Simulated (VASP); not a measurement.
## In3SbAs2: single point with PBE

Crystal: In3SbAs2.

```xyz
12
Lattice="4.4721 0.0000 0.0000 -2.2360 3.8729 0.0000 0.0000 0.0000 22.0621" Properties=species:S:1:pos:R:3 pbc="T T T"
In    2.2360    1.2910    3.5424
In    2.2360    1.2910   11.0321
In    2.2360    1.2910   18.5359
In    0.0000    2.5820    0.0010
In    0.0000    2.5820    7.5048
In    0.0000    2.5820   14.5734
Sb    2.2360    1.2910    6.4155
Sb    0.0000    2.5820   17.4466
As    2.2360    1.2910   13.7272
As    2.2360    1.2910   21.2177
As    0.0000    2.5820    2.6961
As    0.0000    2.5820   10.1866
```

```
Program             : VASP 6.6.1
Task                : single point
Functional          : PBE
Potentials or basis : VASP PAW PBE potentials, release 64 (In_d, Sb, As)
Cutoff              : 520 eV
k mesh              : 12 × 12 × 2
Occupations         : gaussian, width 0.1 eV
Spin                : no spin polarisation
```

```
Pressure               : 0.0 GPa
Largest force          : 0.011 eV/Å
Band gap on the k mesh : zero (filled and empty bands touch)
```

Forces on the atoms (eV/Å):
```
In   0.000  0.000  0.006
In   0.000  0.000  0.002
In   0.000  0.000 -0.011
In   0.000  0.000  0.002
In   0.000  0.000 -0.011
In   0.000  0.000  0.006
Sb   0.000  0.000  0.009
Sb   0.000  0.000  0.009
As   0.000  0.000 -0.002
As   0.000  0.000 -0.004
As   0.000  0.000 -0.002
As   0.000  0.000 -0.004
```

Levels at points of the mesh, in eV from the Fermi level:
```csv
k point,band 51,band 52,band 53,band 54,band 55,band 56,band 57,band 58
"(0.00, 0.00, 0.00)",-0.43,-0.10,-0.10,-0.01,-0.01,-0.01,0.06,0.47
"(0.50, 0.00, 0.00)",-1.76,-1.55,-1.27,-1.08,0.63,0.75,1.09,1.24
"(0.00, 0.00, 0.50)",-0.05,-0.05,-0.05,-0.05,0.01,0.01,0.17,0.17
"(0.50, 0.00, 0.50)",-1.82,-1.82,-1.16,-1.16,0.87,0.87,1.03,1.03
```

Run time: 23 min on 1 thread of Oxide Virtual Turin-like Processor, on a shared host, peak memory 0.97 GiB.

Caveat: semilocal functionals underestimate gaps, so a narrow gap can read as zero; spin-orbit coupling is left out, which moves the levels of the heavy elements.
